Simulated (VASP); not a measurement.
A run of VASP 6.6.1 is set up as follows.

Contents of INCAR:

```
SYSTEM = Hf
  PREC = Accurate
  ENCUT = 520
  EDIFF = 1E-7
  ISMEAR = 0
  SIGMA = 0.15
  LREAL = .False.
  LASPH = .True.
  NELM = 100
  ALGO = Normal
  ISIF = 2
  LWAVE = .False.
  LCHARG = .True.
  LELF = .True.
  LVHAR = .True.
  NBANDS = 11
```

The input KPOINTS:

```
regular mesh
0
Gamma
  20 20 20
  0 0 0
```

File POSCAR:

```
Hf
1.0
    0.0000000000      2.2365785351      2.2365785351
    2.2365785351      0.0000000000      2.2365785351
    2.2365785351      2.2365785351      0.0000000000
Hf
1
Direct
    0.0000000000      0.0000000000      0.0000000000
```

Potentials or basis: VASP PAW LDA potentials, release 64 (Hf_pv).

Command:

```sh
$ cat potpaw_LDA.64/Hf_pv/POTCAR > POTCAR
$ mpirun -np 1 vasp_std > vasp.out
```

(1) Predict the pressure.

(2) Predict the band gap on the k mesh.

Results:

(1) -7.7 GPa.

(2) zero (bands 5 and 6 overlap by 1.84 eV).

Caveat: the cell stands under tension; spin-orbit coupling is left out, which moves the levels of the heavy elements.
